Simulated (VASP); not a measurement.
# Fe (Im-3m) in VASP: notebook

The runs below take Fe through single point, with PBEsol+U.

Program: VASP 6.6.1. These are calculated values, not measurements. Logs are shortened: lines on timing, memory, paths and dates and some standing lists are left out, and cuts for length are marked.

### Step 1. The cell of the first run

It takes space group Im-3m (No. 229, cubic). The conventional cell has a = 2.891 Å, b = 2.891 Å, c = 2.891 Å, α = 90.00°, β = 90.00°, γ = 90.00°. Within 3.3 Å of Fe (site symmetry m-3m) lie 14 Fe at 2.50 to 2.89 Å.

### Step 2. Single point, PBEsol+U, collinear spin, ferromagnetic start

INCAR

```
  PREC = Accurate
  ENCUT = 520
  EDIFF = 1E-6
  ISMEAR = -1
  SIGMA = 0.1
  LREAL = F
  LASPH = T
  NELM = 150
  ALGO = Normal
  ISIF = 2
  LWAVE = F
  LCHARG = F
  ISPIN = 2
  MAGMOM = 3.69
  LORBIT = 11
  NUPDOWN = 3.69
  LMAXMIX = 4
  LDAU = T
  LDAUTYPE = 2
  LDAUL = 2
  LDAUU = 5.3
  LDAUJ = 0
  LDAUPRINT = 1
  GGA = PS
  NBANDS = 14
```

KPOINTS

```
Automatic mesh
0
Gamma
  12 12 12
```

POSCAR

```
Fe
1.0
   -1.4455000000      1.4455000000      1.4455000000
    1.4455000000     -1.4455000000      1.4455000000
    1.4455000000      1.4455000000     -1.4455000000
Fe
1
Direct
    0.0000000000      0.0000000000      0.0000000000
```

Potentials or basis: VASP PAW PBE potentials, release 64 (Fe).

On the command line:

```console
> cat potpaw_PBE.64/Fe/POTCAR > POTCAR
> mpirun -np 1 vasp_std > vasp.out
```

OUTCAR:

```text
PREC = Accurate
   ENCUT = 520
   EDIFF = 1E-6
   ISMEAR = -1
   LREAL = F
   LASPH = T
   NELM = 150
   ISIF = 2
   ISPIN = 2
   LORBIT = 11
   NUPDOWN = 3.69
   GGA = PS

 ion  position               nearest neighbor table
   1  0.000  0.000  0.000-

  LATTYP: Found a body centered cubic cell.
 ALAT       =     2.8910000000

  Lattice vectors:

 A1 = (  -1.4455000000,   1.4455000000,   1.4455000000)
 A2 = (   1.4455000000,  -1.4455000000,   1.4455000000)
 A3 = (   1.4455000000,   1.4455000000,  -1.4455000000)

Analysis of symmetry for initial positions (statically):
=====================================================================
 Subroutine PRICEL returns:
 Original cell was already a primitive cell.

 Routine SETGRP: Setting up the symmetry group for a
 body centered cubic supercell.

 Subroutine GETGRP returns: Found 48 space group operations
 (whereof 48 operations were pure point group operations)
 out of a pool of 48 trial point group operations.

The static configuration has the point symmetry O_h .

Analysis of symmetry for dynamics (positions and initial velocities):
=====================================================================
 Subroutine PRICEL returns:
 Original cell was already a primitive cell.

 Routine SETGRP: Setting up the symmetry group for a
 body centered cubic supercell.

 Subroutine GETGRP returns: Found 48 space group operations
 (whereof 48 operations were pure point group operations)
 out of a pool of 48 trial point group operations.

The dynamic configuration has the point symmetry O_h .

Analysis of structural, dynamic, and magnetic symmetry:
=====================================================================
 Subroutine PRICEL returns:
 Original cell was already a primitive cell.

 Routine SETGRP: Setting up the symmetry group for a
 body centered cubic supercell.

 Subroutine GETGRP returns: Found 48 space group operations
 (whereof 48 operations were pure point group operations)
 out of a pool of 48 trial point group operations.

The overall configuration has the point symmetry O_h .

 Subroutine INISYM returns: Found 48 space group operations
 (whereof 48 operations are pure point group operations),
 and found     1 'primitive' translations

----------------------------------------------------------------------------------------

                                     Primitive cell

  volume of cell :      12.0813

  direct lattice vectors                    reciprocal lattice vectors
    -1.445500000  1.445500000  1.445500000     0.000000000  0.345901072  0.345901072
     1.445500000 -1.445500000  1.445500000     0.345901072  0.000000000  0.345901072
     1.445500000  1.445500000 -1.445500000     0.345901072  0.345901072  0.000000000

  length of vectors
     2.503679442  2.503679442  2.503679442     0.489177988  0.489177988  0.489177988

  position of ions in fractional coordinates (direct lattice)
     0.000000000  0.000000000  0.000000000

  ion indices of the primitive-cell ions
   primitive index   ion index
                 1           1

----------------------------------------------------------------------------------------

 KPOINTS: Automatic mesh

Automatic generation of k-mesh.
 Grid dimensions read from file:
 generate k-points for:   12   12   12

 Generating k-lattice:

  Cartesian coordinates                     Fractional coordinates (reciprocal lattice)
     0.000000000  0.028825089  0.028825089     0.083333333  0.000000000  0.000000000
     0.028825089  0.000000000  0.028825089     0.000000000  0.083333333  0.000000000
     0.028825089  0.028825089  0.000000000     0.000000000  0.000000000  0.083333333

  Length of vectors
[... 58 lines left out ...]
   NSW    =      0    number of steps for IOM
   IBRION =     -1    ionic relax: 0-MD 1-quasi-New 2-CG
   NFREE  =      0    steps in history (QN), initial steepest desc. (CG)
   ISIF   =      2    stress and relaxation
   ISYM   =      2    0-nonsym 1-usesym 2-fastsym
   POTIM  = 0.5000    time-step for ionic-motion
   TEBEG  =    0.0;   TEEND  =   0.0 temperature during run
   PSTRESS=    0.0 pullay stress
   NELECT =       8.0000    total number of electrons
   NUPDOWN=       3.6900    fix difference up-down
   EMIN   =  10.00;   EMAX   =-10.00  energy-range for DOS
   EFERMI =   0.00;   METHOD = LEGACY
   ISMEAR =    -1;   SIGMA  =   0.10  broadening in eV -4-tet -1-fermi 0-gaus
   EFERMI_NEDOS =   21; number of points for ismear=-14 and -15
   IALGO  =     38    algorithm
   IMIX   =      4    mixing-type and parameters
     AMIX     =   0.40;   BMIX     =  1.00
     AMIX_MAG =   1.60;   BMIX_MAG =  1.00
  volume/ion in A,a.u.               =      12.08        81.53
  Fermi-wavevector in a.u.,A,eV,Ry     =   1.426921  2.696491 27.702888  2.036105
  Thomas-Fermi vector in A             =   2.547147
   LORBIT       =     11    0 simple, 1 ext, 2 COOP (PROOUT), +10 PAW based schemes
 LDA+U is selected, type is set to LDAUTYPE =  2
   angular momentum for each species LDAUL =     2
   U (eV)           for each species LDAUU =   5.3
   J (eV)           for each species LDAUJ =   0.0
   GGA     = PS    functional components
   LHFCALC =     F    Hartree Fock is set to
   AEXX    =    0.0000 exact exchange contribution
   IVDW    =     0    specifies the selected vdW correction
   LEPSILON=     F    determine dielectric tensor
   LRPA    =     F    only Hartree local field effects (RPA)
 spin polarized calculation
  energy-cutoff  :      520.00
  volume of cell :       12.08
 maximum number of plane-waves:       339
   NGX =  9   NGY =  9   NGZ =  9

atom =   1  type =  1  l = 2

 onsite density matrix

spin component  1

  0.9621 -0.0000  0.0000 -0.0000 -0.0000
 -0.0000  0.9621 -0.0000  0.0000 -0.0000
  0.0000 -0.0000  0.9691 -0.0000 -0.0000
 -0.0000  0.0000 -0.0000  0.9621 -0.0000
 -0.0000 -0.0000 -0.0000 -0.0000  0.9691

spin component  2

  0.2529 -0.0000 -0.0000  0.0000  0.0000
 -0.0000  0.2529 -0.0000 -0.0000 -0.0000
 -0.0000 -0.0000  0.2182 -0.0000 -0.0000
  0.0000 -0.0000 -0.0000  0.2529 -0.0000
  0.0000 -0.0000 -0.0000 -0.0000  0.2182

 occupancies and eigenvectors

  o =  0.2182  v =  0.0000  0.0000  0.0000  0.0000  0.0000 -0.0000  0.0000  0.0213 -0.0000  0.9998      0.0000  0.0000  0.0000  0.0000  0.0000  0.0000  0.0000  0.0000  0.0000  0.0000
  o =  0.2182  v =  0.0000  0.0000  0.0000  0.0000  0.0000  0.0000 -0.0000  0.9998 -0.0000 -0.0213      0.0000  0.0000  0.0000  0.0000  0.0000  0.0000  0.0000  0.0000  0.0000  0.0000
  o =  0.2529  v =  0.0000  0.0000  0.0000  0.0000  0.0000 -0.0212  0.4005  0.0000  0.9161 -0.0000      0.0000  0.0000  0.0000  0.0000  0.0000  0.0000  0.0000  0.0000  0.0000  0.0000
  o =  0.2529  v =  0.0000  0.0000  0.0000  0.0000  0.0000  0.0742  0.9144  0.0000 -0.3980 -0.0000      0.0000  0.0000  0.0000  0.0000  0.0000  0.0000  0.0000  0.0000  0.0000  0.0000
  o =  0.2529  v =  0.0000  0.0000  0.0000  0.0000  0.0000  0.9970 -0.0596 -0.0000  0.0491  0.0000      0.0000  0.0000  0.0000  0.0000  0.0000  0.0000  0.0000  0.0000  0.0000  0.0000
  o =  0.9621  v =  1.0000  0.0000  0.0000  0.0000  0.0000  0.0000  0.0000  0.0000  0.0000  0.0000      0.0000  0.0000  0.0000  0.0000  0.0000  0.0000  0.0000  0.0000  0.0000  0.0000
  o =  0.9621  v =  0.0000  0.9832 -0.0000  0.1825  0.0000  0.0000  0.0000  0.0000  0.0000  0.0000      0.0000  0.0000  0.0000  0.0000  0.0000  0.0000  0.0000  0.0000  0.0000  0.0000
  o =  0.9621  v =  0.0000  0.1825  0.0000 -0.9832  0.0000  0.0000  0.0000  0.0000  0.0000  0.0000      0.0000  0.0000  0.0000  0.0000  0.0000  0.0000  0.0000  0.0000  0.0000  0.0000
  o =  0.9691  v =  0.0000 -0.0000 -0.9697 -0.0000 -0.2441  0.0000  0.0000  0.0000  0.0000  0.0000      0.0000  0.0000  0.0000  0.0000  0.0000  0.0000  0.0000  0.0000  0.0000  0.0000
  o =  0.9691  v =  0.0000 -0.0000 -0.2441 -0.0000  0.9697  0.0000  0.0000  0.0000  0.0000  0.0000      0.0000  0.0000  0.0000  0.0000  0.0000  0.0000  0.0000  0.0000  0.0000  0.0000

 number of electron       7.9999995 magnetization       3.6899997

 Free energy of the ion-electron system (eV)
  ---------------------------------------------------
  ext. energy  EPLUGINS =         0.00000000
  ---------------------------------------------------
  free energy    TOTEN  =        -4.56001297 eV

  energy without entropy =       -4.52026958  energy(sigma->0) =       -4.54014127

 E-fermi :   5.6989     XC(G=0): -12.9336

 val. band max:        8.0560832082   @ k =  -0.4167  -0.4167   0.0833
 cond. band min:       5.7413893740   @ k =  -0.3333   0.5000   0.0833
 fundamental gap:     -2.3146938342
 Fermi energy:         8.2559554400

 spin component 1

 k-point     1 :       0.0000    0.0000    0.0000
  band No.  band energies     occupation
      1      -3.3544      1.00000
      2      -0.5194      1.00000
      3      -0.5194      1.00000
      4      -0.5194      1.00000
      5       0.7729      1.00000
      6       0.7729      1.00000
      7      29.2244      0.00000
      8      29.2244      0.00000
      9      29.2244      0.00000
     10      30.6972      0.00000
     11      30.6972      0.00000
     12      30.6972      0.00000
[... 793 lines left out ...]
      3       5.5861      0.75549
      4       8.3459      0.00000
      5       8.6299      0.00000
      6      10.3176      0.00000
      7      14.3330      0.00000
      8      21.3494      0.00000
      9      22.4207      0.00000
     10      32.2473      0.00000
     11      36.5223      0.00000
     12      39.4591      0.00000
     13      43.7447      0.00000
     14      45.7143      0.00000

 [... further k-points ...]

------------------------ aborting loop because EDIFF is reached ----------------------------------------

  FORCE on cell =-STRESS in cart. coord.  units (eV):
  Direction    XX          YY          ZZ          XY          YZ          ZX
  --------------------------------------------------------------------------------------
  -------------------------------------------------------------------------------------
  Total        1.9876737      1.9876737      1.9876737     -0.0000000      0.0000000      0.0000000
  in kB      263.5975690    263.5975690    263.5975690     -0.0000000      0.0000000      0.0000000
  external PRESSURE =     263.5975690 kB  Pullay stress =       0.0000000 kB

 VOLUME and BASIS-vectors are now :
 -----------------------------------------------------------------------------
  energy-cutoff  :      520.00
  volume of cell :       12.08
      direct lattice vectors                 reciprocal lattice vectors
    -1.445500000  1.445500000  1.445500000     0.000000000  0.345901072  0.345901072
     1.445500000 -1.445500000  1.445500000     0.345901072  0.000000000  0.345901072
     1.445500000  1.445500000 -1.445500000     0.345901072  0.345901072  0.000000000

 POSITION                                       TOTAL-FORCE (eV/Angst)
 -----------------------------------------------------------------------------------
      0.00000      0.00000      0.00000        -0.000000      0.000000     -0.000000
 -----------------------------------------------------------------------------------
    total drift:                                0.000000      0.000000      0.000000

  FREE ENERGIE OF THE ION-ELECTRON SYSTEM (eV)
  ---------------------------------------------------
  free  energy   TOTEN  =        -4.5600129658 eV

  energy  without entropy=       -4.5202695780  energy(sigma->0) =       -4.54014127

 total charge

# of ion       s       p       d       tot
------------------------------------------
    1        0.517   0.634   5.996   7.147

 magnetization (x)

# of ion       s       p       d       tot
------------------------------------------
    1        0.015   0.061   3.625   3.701
```

Wall time 52 s (1 thread of Intel Xeon 8259CL, shared host); peak memory 0.14 GiB.

What came out:

```yaml
Free_energy: -4.5600 eV
Pressure: 26.4 GPa
Net_moment: 3.69 μB per cell
Site_moments: Fe +3.70 μB
Valence_electrons_inside_the_program's_atomic_spheres: Fe 7.15
```

Eigenvalues of the final occupation matrices:
| site | spin | trace | eigenvalues |
| --- | --- | --- | --- |
| site 1 d | 1 | 4.82 | 0.96 0.96 0.96 0.97 0.97 |
| site 1 d | 2 | 1.20 | 0.22 0.22 0.25 0.25 0.25 |

Caveat: the PAW data sets were made with another functional, which shifts forces and pressure a little; the total moment is fixed, so each spin has its own Fermi level; the U is typed as a test and isn't derived for this compound.

### Step 3. Single point, PBEsol+U, collinear spin, ferromagnetic start

INCAR

```
SYSTEM = Fe
PREC = Accurate ; ENCUT = 520
EDIFF = 1E-6 ; ISMEAR = -1
SIGMA = 0.1 ; LREAL = .FALSE.
LASPH = .TRUE. ; NELM = 150
ALGO = Normal ; ISIF = 2
LWAVE = .FALSE. ; LCHARG = .FALSE.
ISPIN = 2 ; MAGMOM = 4.92
LORBIT = 11 ; NUPDOWN = 4.92
LMAXMIX = 4 ; LDAU = .TRUE.
LDAUTYPE = 2 ; LDAUL = 2
LDAUU = 5.3 ; LDAUJ = 0
LDAUPRINT = 1 ; GGA = PS
NBANDS = 14
```

KPOINTS

```
regular mesh
0
G
  12 12 12
  0 0 0
```

POSCAR is that of step 2.

Potentials or basis: VASP PAW PBE potentials, release 64 (Fe).

On the command line:

```console
> cat potpaw_PBE.64/Fe/POTCAR > POTCAR
> mpirun -np 1 vasp_std > vasp.out
```

OUTCAR:

```text
SYSTEM = Fe
   PREC = Accurate
   ENCUT = 520
   EDIFF = 1E-6
   ISMEAR = -1
   LREAL = .FALSE.
   LASPH = .TRUE.
   NELM = 150
   ISIF = 2
   ISPIN = 2
   LORBIT = 11
   NUPDOWN = 4.92
   GGA = PS

 ion  position               nearest neighbor table
   1  0.000  0.000  0.000-

  LATTYP: Found a body centered cubic cell.
 ALAT       =     2.8910000000

  Lattice vectors:

 A1 = (  -1.4455000000,   1.4455000000,   1.4455000000)
 A2 = (   1.4455000000,  -1.4455000000,   1.4455000000)
 A3 = (   1.4455000000,   1.4455000000,  -1.4455000000)

Analysis of symmetry for initial positions (statically):
=====================================================================
 Subroutine PRICEL returns:
 Original cell was already a primitive cell.

 Routine SETGRP: Setting up the symmetry group for a
 body centered cubic supercell.

 Subroutine GETGRP returns: Found 48 space group operations
 (whereof 48 operations were pure point group operations)
 out of a pool of 48 trial point group operations.

[... 228 lines left out ...]
      8      28.7658      0.00000
      9      28.7658      0.00000
     10      29.3062      0.00000
     11      29.3062      0.00000
     12      29.3062      0.00000
[... 793 lines left out ...]
      3       6.3459      0.00470
      4       8.1076      0.00000
      5       8.2049      0.00000
      6      11.0839      0.00000
      7      14.9205      0.00000
      8      22.0854      0.00000
      9      23.0514      0.00000
     10      33.4588      0.00000
     11      36.9853      0.00000
     12      40.2514      0.00000
     13      44.3777      0.00000
     14      46.3743      0.00000

 [... further k-points ...]

------------------------ aborting loop because EDIFF is reached ----------------------------------------

  FORCE on cell =-STRESS in cart. coord.  units (eV):
  Direction    XX          YY          ZZ          XY          YZ          ZX
  --------------------------------------------------------------------------------------
  -------------------------------------------------------------------------------------
  Total        6.5064261      6.5064261      6.5064261      0.0000000      0.0000000      0.0000000
  in kB      862.8569619    862.8569619    862.8569619      0.0000000      0.0000000      0.0000000
  external PRESSURE =     862.8569619 kB  Pullay stress =       0.0000000 kB

 VOLUME and BASIS-vectors are now :
 -----------------------------------------------------------------------------
  energy-cutoff  :      520.00
  volume of cell :       12.08
      direct lattice vectors                 reciprocal lattice vectors
    -1.445500000  1.445500000  1.445500000     0.000000000  0.345901072  0.345901072
     1.445500000 -1.445500000  1.445500000     0.345901072  0.000000000  0.345901072
     1.445500000  1.445500000 -1.445500000     0.345901072  0.345901072  0.000000000

 POSITION                                       TOTAL-FORCE (eV/Angst)
 -----------------------------------------------------------------------------------
      0.00000      0.00000      0.00000         0.000000      0.000000      0.000000
 -----------------------------------------------------------------------------------
    total drift:                                0.000000     -0.000000      0.000000

  FREE ENERGIE OF THE ION-ELECTRON SYSTEM (eV)
  ---------------------------------------------------
  free  energy   TOTEN  =        -1.5178611643 eV

  energy  without entropy=       -1.4844807154  energy(sigma->0) =       -1.50117094

 total charge

# of ion       s       p       d       tot
------------------------------------------
    1        0.611   0.729   5.806   7.145

 magnetization (x)

# of ion       s       p       d       tot
------------------------------------------
    1        0.131   0.322   4.300   4.753
```

Run time: 50 s. Hardware: 1 thread of Intel Xeon 8259CL, shared host; peak memory 0.14 GiB.

Results:

| Quantity | Value |
| --- | --- |
| Free energy | -1.5179 eV |
| Pressure | 86.3 GPa |
| Net moment | 4.92 μB per cell |
| Site moments | Fe +4.75 μB |
| Valence electrons inside the program's atomic spheres | Fe 7.14 |

Eigenvalues of the final occupation matrices:
| site | spin | trace | eigenvalues |
| --- | --- | --- | --- |
| site 1 d | 1 | 5.08 | 1.01 1.01 1.02 1.02 1.02 |
| site 1 d | 2 | 0.76 | 0.08 0.08 0.08 0.26 0.26 |

Caveat: the PAW data sets were made with another functional, which shifts forces and pressure a little; the total moment is fixed, so each spin has its own Fermi level; the U is typed as a test and isn't derived for this compound.

[end of part 1 of 2]
